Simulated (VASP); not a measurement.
# Tc (Fm-3m) in VASP: further runs

Aim: see how the results for Tc move with the level of theory and the settings. Levels: LDA, PBE, PBE+D3(BJ), PBE+D4. Tasks: relaxation of cell and atoms.

All numbers are computed with VASP 6.6.1; they aren't measurements. Logs are shortened: lines on timing, memory, paths and dates and some standing lists are left out, and cuts for length are marked.

**1. The cell of the first run**

Symmetry: Fm-3m, No. 225, cubic system. The conventional cell has a = 3.900 Å, b = 3.900 Å, c = 3.900 Å, α = 90.00°, β = 90.00°, γ = 90.00°. Tc (site symmetry m-3m) has 12 Tc at 2.76 Å within 3.6 Å.

**2. Relaxation of cell and atoms, LDA**

The input, INCAR:

```
SYSTEM = Tc
  PREC = Accurate
  ENCUT = 600
  EDIFF = 1E-6
  ISMEAR = -1
  SIGMA = 0.05
  LREAL = .False.
  LASPH = .True.
  NELM = 100
  ALGO = Fast
  ISIF = 3
  LWAVE = .False.
  LCHARG = .False.
  IBRION = 2
  NSW = 60
  EDIFFG = -0.01
```

The input, KPOINTS:

```
Automatic mesh
0
Gamma
  9 9 9
  0 0 0
```

The input, POSCAR:

```
Tc
1.0
    0.0000000000      1.9500000000      1.9500000000
    1.9500000000      0.0000000000      1.9500000000
    1.9500000000      1.9500000000      0.0000000000
Tc
1
Direct
    0.0000000000      0.0000000000      0.0000000000
```

Potentials or basis: VASP PAW LDA potentials, release 64 (Tc_pv).

Launch:

```sh
$ cat potpaw_LDA.64/Tc_pv/POTCAR > POTCAR
$ mpirun -np 1 vasp_std > vasp.out
```

OUTCAR:

```text
SYSTEM = Tc
   PREC = Accurate
   ENCUT = 600
   EDIFF = 1E-6
   ISMEAR = -1
   LREAL = .False.
   LASPH = .True.
   NELM = 100
   ISIF = 3
   IBRION = 2
   NSW = 60
   EDIFFG = -0.01

 ion  position               nearest neighbor table
   1  0.000  0.000  0.000-

  LATTYP: Found a face centered cubic cell.
 ALAT       =     3.9000000000

  Lattice vectors:

 A1 = (   0.0000000000,   1.9500000000,   1.9500000000)
 A2 = (   1.9500000000,   0.0000000000,   1.9500000000)
 A3 = (   1.9500000000,   1.9500000000,   0.0000000000)

Analysis of symmetry for initial positions (statically):
=====================================================================
 Subroutine PRICEL returns:
 Original cell was already a primitive cell.

 Routine SETGRP: Setting up the symmetry group for a
 face centered cubic supercell.

 Subroutine GETGRP returns: Found 48 space group operations
 (whereof 48 operations were pure point group operations)
 out of a pool of 48 trial point group operations.

The static configuration has the point symmetry O_h .

Analysis of symmetry for dynamics (positions and initial velocities):
=====================================================================
 Subroutine PRICEL returns:
 Original cell was already a primitive cell.

 Routine SETGRP: Setting up the symmetry group for a
 face centered cubic supercell.

 Subroutine GETGRP returns: Found 48 space group operations
 (whereof 48 operations were pure point group operations)
 out of a pool of 48 trial point group operations.

The dynamic configuration has the point symmetry O_h .

 Subroutine INISYM returns: Found 48 space group operations
 (whereof 48 operations are pure point group operations),
 and found     1 'primitive' translations

----------------------------------------------------------------------------------------

                                     Primitive cell

  volume of cell :      14.8297

  direct lattice vectors                    reciprocal lattice vectors
     0.000000000  1.950000000  1.950000000    -0.256410256  0.256410256  0.256410256
     1.950000000  0.000000000  1.950000000     0.256410256 -0.256410256  0.256410256
     1.950000000  1.950000000  0.000000000     0.256410256  0.256410256 -0.256410256

  length of vectors
     2.757716447  2.757716447  2.757716447     0.444115592  0.444115592  0.444115592

  position of ions in fractional coordinates (direct lattice)
     0.000000000  0.000000000  0.000000000

  ion indices of the primitive-cell ions
   primitive index   ion index
                 1           1

----------------------------------------------------------------------------------------

 KPOINTS: Automatic mesh

Automatic generation of k-mesh.
 Grid dimensions read from file:
 generate k-points for:    9    9    9

 Generating k-lattice:

  Cartesian coordinates                     Fractional coordinates (reciprocal lattice)
    -0.028490028  0.028490028  0.028490028     0.111111111  0.000000000  0.000000000
     0.028490028 -0.028490028  0.028490028     0.000000000  0.111111111  0.000000000
     0.028490028  0.028490028 -0.028490028     0.000000000  0.000000000  0.111111111

  Length of vectors
     0.049346177  0.049346177  0.049346177

  Shift w.r.t. Gamma in fractional coordinates (k-lattice)
     0.000000000  0.000000000  0.000000000

 Subroutine IBZKPT returns following result:
 ===========================================

 Found     35 irreducible k-points:

 Following reciprocal coordinates:
            Coordinates               Weight
  0.000000  0.000000  0.000000      1.000000
  0.111111  0.000000  0.000000      8.000000
  0.222222  0.000000  0.000000      8.000000
  0.333333  0.000000  0.000000      8.000000
  0.444444  0.000000  0.000000      8.000000
  0.111111  0.111111  0.000000      6.000000
[... 16 lines left out ...]
 -0.333333  0.333333  0.000000     12.000000
  0.444444  0.444444  0.000000      6.000000
 [... further k-points ...]
   k-points           NKPTS =     35   k-points in BZ     NKDIM =     35   number of bands    NBANDS=     10
   number of dos      NEDOS =    301   number of ions     NIONS =      1
   total plane-waves  NPLWV =  13824
   dimension x,y,z NGX =    24 NGY =   24 NGZ =   24
   dimension x,y,z NGXF=    48 NGYF=   48 NGZF=   48
   ions per type =               1
   NGX,Y,Z   is equivalent  to a cutoff of  14.47, 14.47, 14.47 a.u.
   NGXF,Y,Z  is equivalent  to a cutoff of  28.94, 28.94, 28.94 a.u.
 SYSTEM =  Tc
   PREC   = accura    normal or accurate (medium, high low for compatibility)
   ISTART =      0    job   : 0-new  1-cont  2-samecut
   ICHARG =      2    charge: 1-file 2-atom 10-const
   ISPIN  =      1    spin polarized calculation?
   LNONCOLLINEAR =      F non collinear calculations
   LSORBIT =      F    spin-orbit coupling
   LASPH  =      T    aspherical Exc in radial PAW
   ENCUT  =  600.0 eV  44.10 Ry    6.64 a.u.   5.51  5.51  5.51*2*pi/ulx,y,z
   NELM   =    100;   NELMIN=  2; NELMDL= -5     # of ELM steps
   EDIFF  = 0.1E-05   stopping-criterion for ELM
   LREAL  =      F    real-space projection
   EDIFFG = -.1E-01   stopping-criterion for IOM
   NSW    =     60    number of steps for IOM
   IBRION =      2    ionic relax: 0-MD 1-quasi-New 2-CG
   NFREE  =      1    steps in history (QN), initial steepest desc. (CG)
   ISIF   =      3    stress and relaxation
   ISYM   =      2    0-nonsym 1-usesym 2-fastsym
   POTIM  = 0.5000    time-step for ionic-motion
   TEBEG  =    0.0;   TEEND  =   0.0 temperature during run
   PSTRESS=    0.0 pullay stress
   NELECT =      13.0000    total number of electrons
   NUPDOWN=      -1.0000    fix difference up-down
   EMIN   =  10.00;   EMAX   =-10.00  energy-range for DOS
   EFERMI =   0.00;   METHOD = LEGACY
   ISMEAR =    -1;   SIGMA  =   0.05  broadening in eV -4-tet -1-fermi 0-gaus
   EFERMI_NEDOS =   21; number of points for ismear=-14 and -15
   IALGO  =     68    algorithm
   IMIX   =      4    mixing-type and parameters
     AMIX     =   0.40;   BMIX     =  1.00
     AMIX_MAG =   1.60;   BMIX_MAG =  1.00
  volume/ion in A,a.u.               =      14.83       100.08
  Fermi-wavevector in a.u.,A,eV,Ry     =   1.566792  2.960808 33.400086  2.454837
  Thomas-Fermi vector in A             =   2.669068
   LORBIT       =      0    0 simple, 1 ext, 2 COOP (PROOUT), +10 PAW based schemes
   GGA     = CA    functional components
   LHFCALC =     F    Hartree Fock is set to
   AEXX    =    0.0000 exact exchange contribution
   IVDW    =     0    specifies the selected vdW correction
   LEPSILON=     F    determine dielectric tensor
   LRPA    =     F    only Hartree local field effects (RPA)
 conjugate gradient relaxation of ions
 non-spin polarized calculation
 RMM-DIIS sequential band-by-band and
  energy-cutoff  :      600.00
  volume of cell :       14.83
 maximum number of plane-waves:       531
 NGX is ok and might be reduce to    24
   NGX = 11   NGY = 11   NGZ = 11

--------------------------------------- Ionic step        1  -------------------------------------------

 number of electron      13.0000001 magnetization

 Free energy of the ion-electron system (eV)
  ---------------------------------------------------
  ext. energy  EPLUGINS =         0.00000000
  ---------------------------------------------------
  free energy    TOTEN  =       -11.58676600 eV

  energy without entropy =      -11.57365096  energy(sigma->0) =      -11.58020848

------------------------ aborting loop because EDIFF is reached ----------------------------------------

  FORCE on cell =-STRESS in cart. coord.  units (eV):
  Direction    XX          YY          ZZ          XY          YZ          ZX
  --------------------------------------------------------------------------------------
  -------------------------------------------------------------------------------------
  Total       -1.8499320     -1.8499320     -1.8499320     -0.0000000      0.0000000     -0.0000000
  in kB     -199.8630544   -199.8630544   -199.8630544     -0.0000000      0.0000000     -0.0000000
  external PRESSURE =    -199.8630544 kB  Pullay stress =       0.0000000 kB
[... 125 lines left out ...]
  energy  without entropy=      -11.6388081804  energy(sigma->0) =      -11.64548269

--------------------------------------- Ionic step        5  -------------------------------------------

 number of electron      12.9999999 magnetization

 Free energy of the ion-electron system (eV)
  ---------------------------------------------------
  ext. energy  EPLUGINS =         0.00000000
  ---------------------------------------------------
  free energy    TOTEN  =       -11.65218574 eV

  energy without entropy =      -11.63881750  energy(sigma->0) =      -11.64550162

 E-fermi :  13.3383     XC(G=0): -14.2210

 val. band max:       13.2379708399   @ k =  -0.4444   0.1111   0.0000
 cond. band min:      13.3532599867   @ k =   0.2222   0.1111   0.0000
 fundamental gap:      0.1152891468
 Fermi energy:        13.3383091450

 k-point     1 :       0.0000    0.0000    0.0000
  band No.  band energies     occupation
      1     -24.8107      2.00000
      2     -24.8107      2.00000
      3     -24.8107      2.00000
      4       5.6256      2.00000
      5      11.3805      2.00000
      6      11.3805      2.00000
      7      11.3805      2.00000
      8      14.1512      0.00000
      9      14.1512      0.00000
     10      27.2858      0.00000
[... 287 lines left out ...]
 k-point    24 :       0.4444    0.4444    0.0000
  band No.  band energies     occupation
      1     -26.1255      2.00000
      2     -25.3128      2.00000
      3     -25.3128      2.00000
      4       7.1477      2.00000
      5       7.7400      2.00000
      6      16.1939      0.00000
      7      16.6479      0.00000
      8      16.6479      0.00000
      9      16.7967      0.00000
     10      27.0823      0.00000

 [... further k-points ...]

------------------------ aborting loop because EDIFF is reached ----------------------------------------

  FORCE on cell =-STRESS in cart. coord.  units (eV):
  Direction    XX          YY          ZZ          XY          YZ          ZX
  --------------------------------------------------------------------------------------
  -------------------------------------------------------------------------------------
  Total        0.0044254      0.0044254      0.0044254      0.0000000      0.0000000      0.0000000
  in kB        0.5121619      0.5121619      0.5121619      0.0000000      0.0000000      0.0000000
  external PRESSURE =       0.5121619 kB  Pullay stress =       0.0000000 kB
[... 16 lines left out ...]
  FREE ENERGIE OF THE ION-ELECTRON SYSTEM (eV)
  ---------------------------------------------------
  free  energy   TOTEN  =       -11.6521857357 eV

  energy  without entropy=      -11.6388175021  energy(sigma->0) =      -11.64550162

 reached required accuracy - stopping structural energy minimisation
```

It took 11 s on 1 thread of Intel Xeon 6975P-C (Granite Rapids), shared host; peak memory 0.14 GiB.

Results:

```yaml
Free_energy: -11.6522 eV
Relaxed_volume: 13.84 Å³/atom
Relaxed_cell: a = 2.695 Å, b = 2.695 Å, c = 2.695 Å, α = 60.00°, β = 60.00°, γ = 60.00°
Space_group_after_relaxing_to_0.05_Å: Fm-3m (No. 225)
Energy_gained_by_relaxing: 65.4 meV/atom
Ionic_steps: 5
Pressure_after_relaxing: 0.1 GPa
```

The path:
```csv
step,energy change (eV),largest force (eV/Å),pressure (GPa),volume (Å³)
1,0.0000,0.0000,-19.99,14.83
2,0.7103,0.0000,113.78,11.20
3,-0.0649,0.0000,-1.91,13.93
4,-0.0654,0.0000,-0.54,13.87
5,-0.0654,0.0000,0.05,13.84
```

Final structure:
```
CELL_PARAMETERS angstrom
0.00000 1.90579 1.90579
1.90579 0.00000 1.90579
1.90579 1.90579 0.00000
ATOMIC_POSITIONS crystal
Tc 0.00000 0.00000 0.00000
```

LDA usually gives volumes a few per cent too small. Zero-point motion and thermal expansion aren't in these numbers.

**3. Relaxation of cell and atoms, PBE**

The input, INCAR:

```
SYSTEM = Tc
  ALGO = Normal
  EDIFF = 1E-6
  EDIFFG = -0.01
  ENCUT = 600
  GGA = PE
  IBRION = 2
  ISIF = 3
  ISMEAR = -1
  LASPH = .True.
  LCHARG = .False.
  LREAL = .False.
  LWAVE = .False.
  NELM = 60
  NSW = 60
  PREC = Accurate
  SIGMA = 0.05
```

The input, KPOINTS:

```
k-points
0
Gamma
  12 12 12
  0 0 0
```

POSCAR is that of step 2.

Potentials or basis: VASP PAW PBE potentials, release 64 (Tc_pv).

Launch:

```sh
$ cat potpaw_PBE.64/Tc_pv/POTCAR > POTCAR
$ mpirun -np 1 vasp_std > vasp.out
```

Run time: 22 s. Hardware: 1 thread of Intel Xeon 6975P-C (Granite Rapids), shared host; peak memory 0.15 GiB.

Results (log left out):

```
Free energy                            : -10.2834 eV
Relaxed volume                         : 14.48 Å³/atom
Relaxed cell                           : a = 2.736 Å, b = 2.736 Å, c = 2.736 Å, α = 60.00°, β = 60.00°, γ = 60.00°
Space group after relaxing (to 0.05 Å) : Fm-3m (No. 225)
Energy gained by relaxing              : 7.5 meV/atom
Ionic steps                            : 8
Pressure after relaxing                : 0.0 GPa
```

The path:
| step | energy change (eV) | largest force (eV/Å) | pressure (GPa) | volume (Å³) |
| --- | --- | --- | --- | --- |
| 1 | 0.0000 | 0.0000 | -6.81 | 14.83 |
| 2 | 0.0600 | 0.0000 | 24.05 | 13.52 |
| 3 | -0.0075 | 0.0000 | -0.15 | 14.49 |
| 4 | -0.0075 | 0.0000 | -0.12 | 14.48 |
| 5 | -0.0075 | 0.0000 | 0.48 | 14.46 |
| 6 | -0.0075 | 0.0000 | 0.16 | 14.47 |
| 7 | -0.0075 | 0.0000 | -0.36 | 14.50 |
| 8 | -0.0075 | 0.0000 | -0.01 | 14.48 |

Final structure:
```
Tc
1.0
     0.00000    1.93452    1.93452
     1.93452    0.00000    1.93452
     1.93452    1.93452    0.00000
Tc
1
Direct
  0.00000 0.00000 0.00000
```

Levels at points of the mesh, in eV from the Fermi level:
| k point | band 3 | band 4 | band 5 | band 6 | band 7 | band 8 | band 9 | band 10 |
| --- | --- | --- | --- | --- | --- | --- | --- | --- |
| (0.00, 0.00, 0.00) | -38.41 | -7.51 | -1.83 | -1.83 | -1.83 | 0.77 | 0.77 | 13.97 |
| (0.50, 0.00, 0.00) | -38.58 | -5.55 | -1.99 | -1.99 | 1.20 | 2.78 | 2.78 | 10.64 |
| (0.50, 0.50, 0.00) | -38.85 | -5.92 | -5.33 | 2.72 | 3.34 | 3.34 | 3.80 | 12.97 |

**4. Relaxation of cell and atoms, PBE+D3(BJ)**

The input, INCAR:

```
PREC = Accurate
ENCUT = 600
EDIFF = 1E-6
ISMEAR = -1
SIGMA = 0.05
LREAL = F
LASPH = T
NELM = 60
ALGO = Normal
ISIF = 3
LWAVE = F
LCHARG = F
GGA = PE
IVDW = 12
IBRION = 2
NSW = 60
EDIFFG = -0.01
```

The input, KPOINTS:

```
Automatic mesh
0
Gamma
  12 12 12
```

POSCAR is that of step 3.

Launch:

```sh
$ cat potpaw_PBE.64/Tc_pv/POTCAR > POTCAR
$ mpirun -np 1 vasp_std > vasp.out
```

It took 13 s on 1 thread of Intel Xeon 6975P-C (Granite Rapids), shared host; peak memory 0.17 GiB.

It converged, with:

```yaml
Free_energy: -10.9198 eV
Relaxed_volume: 14.14 Å³/atom
Relaxed_cell: a = 2.714 Å, b = 2.714 Å, c = 2.714 Å, α = 60.00°, β = 60.00°, γ = 60.00°
Space_group_after_relaxing_to_0.05_Å: Fm-3m (No. 225)
Energy_gained_by_relaxing: 31.0 meV/atom
Ionic_steps: 4
Pressure_after_relaxing: -0.1 GPa
Dispersion_energy_per_atom: -0.644 eV
```

The path:
```csv
step,energy change (eV),largest force (eV/Å),pressure (GPa),volume (Å³)
1,0.0000,0.0000,-13.71,14.83
2,0.2838,0.0000,61.46,12.27
3,-0.0309,0.0000,-1.03,14.17
4,-0.0310,0.0000,-0.07,14.14
```

Final structure:
```
Tc
1.0
     0.00000    1.91909    1.91909
     1.91909    0.00000    1.91909
     1.91909    1.91909    0.00000
Tc
1
Direct
  0.00000 0.00000 0.00000
```

Levels at points of the mesh, in eV from the Fermi level:
| k point | band 5 | band 6 | band 7 | band 8 | band 9 | band 10 |
| --- | --- | --- | --- | --- | --- | --- |
| (0.00, 0.00, 0.00) | -1.90 | -1.90 | -1.90 | 0.79 | 0.79 | 13.96 |
| (0.50, 0.00, 0.00) | -2.07 | -2.07 | 1.25 | 2.88 | 2.88 | 10.99 |
| (0.50, 0.50, 0.00) | -5.51 | 2.83 | 3.47 | 3.47 | 3.91 | 13.15 |

Caveat: pairwise dispersion overbinds metals, which lowers pressure and volume.

**5. Relaxation of cell and atoms, PBE+D4**

The input, INCAR:

```
SYSTEM = Tc
  PREC = Accurate
  ENCUT = 600
  EDIFF = 1E-6
  ISMEAR = -1
  SIGMA = 0.05
  LREAL = .FALSE.
  LASPH = .TRUE.
  NELM = 100
  ALGO = Normal
  ISIF = 3
  LWAVE = .FALSE.
  LCHARG = .FALSE.
  GGA = PE
  IVDW = 13
  IBRION = 2
  NSW = 60
  EDIFFG = -0.01
```

The input, KPOINTS:

```
Automatic mesh
0
G
  12 12 12
  0 0 0
```

POSCAR is that of step 4.

Launch:

```sh
$ cat potpaw_PBE.64/Tc_pv/POTCAR > POTCAR
$ mpirun -np 1 vasp_std > vasp.out
```

Wall time 16 s (1 thread of Intel Xeon 6975P-C (Granite Rapids), shared host); peak memory 0.16 GiB.

It converged, with:

```yaml
Free_energy: -10.8877 eV
Relaxed_volume: 14.18 Å³/atom
Relaxed_cell: a = 2.717 Å, b = 2.717 Å, c = 2.717 Å, α = 60.00°, β = 60.00°, γ = 60.00°
Space_group_after_relaxing_to_0.05_Å: Fm-3m (No. 225)
Energy_gained_by_relaxing: 26.7 meV/atom
Ionic_steps: 4
Pressure_after_relaxing: -0.1 GPa
Dispersion_energy_per_atom: -0.610 eV
```

Step by step:
```tsv
step	energy change (eV)	largest force (eV/Å)	pressure (GPa)	volume (Å³)
1	0.0000	0.0000	-12.76	14.83
2	0.2424	0.0000	55.61	12.44
3	-0.0266	0.0000	-0.87	14.22
4	-0.0267	0.0000	-0.05	14.18
```

Final structure:
```
Tc
1.0
     0.00000    1.92128    1.92128
     1.92128    0.00000    1.92128
     1.92128    1.92128    0.00000
Tc
1
Direct
  0.00000 0.00000 0.00000
```

Levels at points of the mesh, in eV from the Fermi level:
| k point | band 4 | band 5 | band 6 | band 7 | band 8 | band 9 | band 10 |
| --- | --- | --- | --- | --- | --- | --- | --- |
| (0.00, 0.00, 0.00) | -7.60 | -1.89 | -1.89 | -1.89 | 0.79 | 0.79 | 13.96 |
| (0.50, 0.00, 0.00) | -5.68 | -2.06 | -2.06 | 1.24 | 2.86 | 2.86 | 10.94 |
| (0.50, 0.50, 0.00) | -6.09 | -5.49 | 2.81 | 3.45 | 3.45 | 3.90 | 13.13 |

Caveat: pairwise dispersion overbinds metals, which lowers pressure and volume.

**6. Overview**

| level | potentials or basis | k mesh | gap on the mesh (eV) | pressure (GPa) | relaxed volume (Å³/atom) |
| --- | --- | --- | --- | --- | --- |
| LDA | VASP PAW LDA potentials, release 64 (Tc_pv) | 9 × 9 × 9 | none | 0.1 | 13.84 |
| PBE | VASP PAW PBE potentials, release 64 (Tc_pv) | 12 × 12 × 12 | none | 0.0 | 14.48 |
| PBE+D3(BJ) | VASP PAW PBE potentials, release 64 (Tc_pv) | 12 × 12 × 12 | none | -0.1 | 14.14 |
| PBE+D4 | VASP PAW PBE potentials, release 64 (Tc_pv) | 12 × 12 × 12 | none | -0.1 | 14.18 |

Alike in all rows: task relaxation of cell and atoms; no spin polarisation; cell relaxed; cutoff (eV) 600; smearing fermi-dirac 0.05 eV.

Caveats: pairwise dispersion overbinds metals, which lowers pressure and volume (some runs).

Total energies depend on the potentials used, so only differences within one code and one set of settings carry meaning.
